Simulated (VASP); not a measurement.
# Au (Fm-3m) in VASP: further runs

The runs below take Au through single point, relaxation of cell and atoms, with PBEsol+D4.

Everything below comes from runs of VASP 6.6.1. Logs are shortened: lines on timing, memory, paths and dates and some standing lists are left out, and cuts for length are marked.

## 1. The cell of the first run

It takes space group Fm-3m (No. 225, cubic). Conventional cell: a = 4.056 Å, b = 4.056 Å, c = 4.056 Å, α = 90.00°, β = 90.00°, γ = 90.00°. Au (site symmetry m-3m) has 12 Au at 2.87 Å within 3.8 Å.

## 2. Single point, PBEsol+D4

Contents of INCAR:

```
ALGO     = Normal         # electronic algorithm
EDIFF    = 1E-6           # SCF threshold, eV
ENCUT    = 500            # plane-wave cutoff, eV
GGA      = PS             # functional
GGA_COMPAT= False        
ISIF     = 2              # what is computed and relaxed
ISMEAR   = -1             # smearing method
IVDW     = 13             # dispersion correction
LASPH    = True           # aspherical terms in the spheres
LCHARG   = False          # write CHGCAR
LREAL    = False          # projectors in reciprocal space
LWAVE    = False          # write WAVECAR
NBANDS   = 12             # bands
NELM     = 120            # most SCF steps
PREC     = Accurate       # precision mode
SIGMA    = 0.05           # smearing width, eV
```

Contents of KPOINTS:

```
k-points
0
Gamma
  9 9 9
```

Contents of POSCAR:

```
Au
1.0
    0.0000000000      2.0282146117      2.0282146117
    2.0282146117      0.0000000000      2.0282146117
    2.0282146117      2.0282146117      0.0000000000
Au
1
Direct
    0.0000000000      0.0000000000      0.0000000000
```

Potentials or basis: VASP PAW PBE potentials, release 64 (Au).

On the command line:

```bash
$ cat potpaw_PBE.64/Au/POTCAR > POTCAR
$ mpirun -np 1 vasp_std > vasp.out
```

OUTCAR:

```text
EDIFF = 1E-6
   ENCUT = 500
   GGA = PS
   ISIF = 2
   ISMEAR = -1
   IVDW = 13
   LASPH = True
   LREAL = False
   NELM = 120
   PREC = Accurate

 ion  position               nearest neighbor table
   1  0.000  0.000  0.000-

  LATTYP: Found a face centered cubic cell.
 ALAT       =     4.0564292234

  Lattice vectors:

 A1 = (   0.0000000000,   2.0282146117,   2.0282146117)
 A2 = (   2.0282146117,   0.0000000000,   2.0282146117)
 A3 = (   2.0282146117,   2.0282146117,   0.0000000000)

Analysis of symmetry for initial positions (statically):
=====================================================================
 Subroutine PRICEL returns:
 Original cell was already a primitive cell.

 Routine SETGRP: Setting up the symmetry group for a
 face centered cubic supercell.

 Subroutine GETGRP returns: Found 48 space group operations
 (whereof 48 operations were pure point group operations)
 out of a pool of 48 trial point group operations.

The static configuration has the point symmetry O_h .

Analysis of symmetry for dynamics (positions and initial velocities):
=====================================================================
 Subroutine PRICEL returns:
 Original cell was already a primitive cell.

 Routine SETGRP: Setting up the symmetry group for a
 face centered cubic supercell.

 Subroutine GETGRP returns: Found 48 space group operations
 (whereof 48 operations were pure point group operations)
 out of a pool of 48 trial point group operations.

The dynamic configuration has the point symmetry O_h .

 Subroutine INISYM returns: Found 48 space group operations
 (whereof 48 operations are pure point group operations),
 and found     1 'primitive' translations

----------------------------------------------------------------------------------------

                                     Primitive cell

  volume of cell :      16.6867

  direct lattice vectors                    reciprocal lattice vectors
     0.000000000  2.028214612  2.028214612    -0.246522235  0.246522235  0.246522235
     2.028214612  0.000000000  2.028214612     0.246522235 -0.246522235  0.246522235
     2.028214612  2.028214612  0.000000000     0.246522235  0.246522235 -0.246522235

  length of vectors
     2.868328611  2.868328611  2.868328611     0.426989037  0.426989037  0.426989037

  position of ions in fractional coordinates (direct lattice)
     0.000000000  0.000000000  0.000000000

  ion indices of the primitive-cell ions
   primitive index   ion index
                 1           1

----------------------------------------------------------------------------------------

 KPOINTS: k-points

[... 79 lines left out ...]
   NUPDOWN=      -1.0000    fix difference up-down
   EMIN   =  10.00;   EMAX   =-10.00  energy-range for DOS
   EFERMI =   0.00;   METHOD = LEGACY
   ISMEAR =    -1;   SIGMA  =   0.05  broadening in eV -4-tet -1-fermi 0-gaus
   EFERMI_NEDOS =   21; number of points for ismear=-14 and -15
   IALGO  =     38    algorithm
   IMIX   =      4    mixing-type and parameters
     AMIX     =   0.40;   BMIX     =  1.00
     AMIX_MAG =   1.60;   BMIX_MAG =  1.00
  volume/ion in A,a.u.               =      16.69       112.61
  Fermi-wavevector in a.u.,A,eV,Ry     =   1.424782  2.692448 27.619886  2.030004
  Thomas-Fermi vector in A             =   2.545236
   LORBIT       =      0    0 simple, 1 ext, 2 COOP (PROOUT), +10 PAW based schemes
   GGA     = PS    functional components
   LHFCALC =     F    Hartree Fock is set to
   AEXX    =    0.0000 exact exchange contribution
   IVDW    =    13    specifies the selected vdW correction
   LEPSILON=     F    determine dielectric tensor
   LRPA    =     F    only Hartree local field effects (RPA)
 non-spin polarized calculation
  energy-cutoff  :      500.00
  volume of cell :       16.69
 maximum number of plane-waves:       440
 NGX is ok and might be reduce to    24
   NGX = 11   NGY = 11   NGZ = 11

 number of electron      10.9999999 magnetization

 Free energy of the ion-electron system (eV)
  ---------------------------------------------------
  ext. energy  EPLUGINS =         0.00000000
  ---------------------------------------------------
  free energy    TOTEN  =        -3.94543436 eV

  energy without entropy =       -3.94491066  energy(sigma->0) =       -3.94517251

 E-fermi :   9.5564     XC(G=0): -13.0084

 val. band max:        9.2330383077   @ k =   0.4444   0.3333   0.0000
 cond. band min:       9.6092428474   @ k =   0.4444   0.4444   0.0000
 fundamental gap:      0.3762045397
 Fermi energy:         9.5564140989

 k-point     1 :       0.0000    0.0000    0.0000
  band No.  band energies     occupation
      1      -0.5123      2.00000
      2       4.8455      2.00000
      3       4.8455      2.00000
      4       4.8455      2.00000
      5       6.4320      2.00000
      6       6.4320      2.00000
      7      24.1056      0.00000
      8      28.2183      0.00000
      9      28.2183      0.00000
     10      28.2183      0.00000
     11      33.1527      0.00000
     12      38.0592      0.00000
[... 331 lines left out ...]
 k-point    24 :       0.4444    0.4444    0.0000
  band No.  band energies     occupation
      1       2.4126      2.00000
      2       2.7540      2.00000
      3       7.5989      2.00000
      4       7.8698      2.00000
      5       7.8698      2.00000
      6       9.6092      0.51593
      7      16.7232      0.00000
      8      19.9591      0.00000
      9      19.9591      0.00000
     10      26.9120      0.00000
     11      29.5737      0.00000
     12      37.4634      0.00000

 [... further k-points ...]

------------------------ aborting loop because EDIFF is reached ----------------------------------------

  DFT-D4 for vdW energy calculation

  Edisp (eV):   -0.40405

  FORCE on cell =-STRESS in cart. coord.  units (eV):
  Direction    XX          YY          ZZ          XY          YZ          ZX
  --------------------------------------------------------------------------------------
  -------------------------------------------------------------------------------------
  Total      -0.03202    -0.03202    -0.03202     0.00000    -0.00000     0.00000
  in kB      -3.07457    -3.07457    -3.07457     0.00000    -0.00000     0.00000
  external pressure =       -3.07 kB  Pullay stress =        0.00 kB

 VOLUME and BASIS-vectors are now :
 -----------------------------------------------------------------------------
  energy-cutoff  :      500.00
  volume of cell :       16.69
      direct lattice vectors                 reciprocal lattice vectors
     0.000000000  2.028214612  2.028214612    -0.246522235  0.246522235  0.246522235
     2.028214612  0.000000000  2.028214612     0.246522235 -0.246522235  0.246522235
     2.028214612  2.028214612  0.000000000     0.246522235  0.246522235 -0.246522235

 POSITION                                       TOTAL-FORCE (eV/Angst)
 -----------------------------------------------------------------------------------
      0.00000      0.00000      0.00000         0.000000      0.000000      0.000000
 -----------------------------------------------------------------------------------
    total drift:                               -0.000000      0.000000     -0.000000

  FREE ENERGIE OF THE ION-ELECTRON SYSTEM (eV)
  ---------------------------------------------------
  free  energy   TOTEN  =        -4.3494844430 eV

  energy  without entropy=       -4.3489607395  energy(sigma->0) =       -4.34922259
```

stdout:

```text
POSCAR found type information on POSCAR Au
 POSCAR found :  1 types and       1 ions
 scaLAPACK will be used
 -----------------------------------------------------------------------------
|                                                                             |
|                                                                             |
|     You enforced a specific xc type in the INCAR file but a different       |
|     I HOPE YOU KNOW WHAT YOU ARE DOING!                                     |
|                                                                             |
 -----------------------------------------------------------------------------

 LDA part: xc-table for (Slater+PW92), standard interpolation
 POSCAR, INCAR and KPOINTS ok, starting setup
 FFT: planning ... GRIDC
 FFT: planning ... GRID_SOFT
 FFT: planning ... GRID
 WAVECAR not read
 entering main loop
```

Run time: 3.2 s. Hardware: 1 thread of Intel Xeon 6975P-C (Granite Rapids), shared host; peak memory 0.14 GiB.

What came out:

```yaml
Free_energy: -4.3495 eV
Pressure: -0.3 GPa
Band_gap_on_the_k_mesh: zero (an odd number of electrons rules out a gap without spin polarisation)
Dispersion_energy_per_atom: -0.404 eV
```

Levels at points of the mesh, in eV from the Fermi level:
```
           k point  band 2  band 3  band 4  band 5  band 6  band 7  band 8  band 9  band 10  band 11
(0.00, 0.00, 0.00)   -4.71   -4.71   -4.71   -3.12   -3.12   14.55   18.66   18.66    18.66    23.60
```

Caveat: the PAW data sets were made with another functional, which shifts forces and pressure a little; spin-orbit coupling is left out, which moves the levels of the heavy elements.

(Continued in part 2 of 2.)
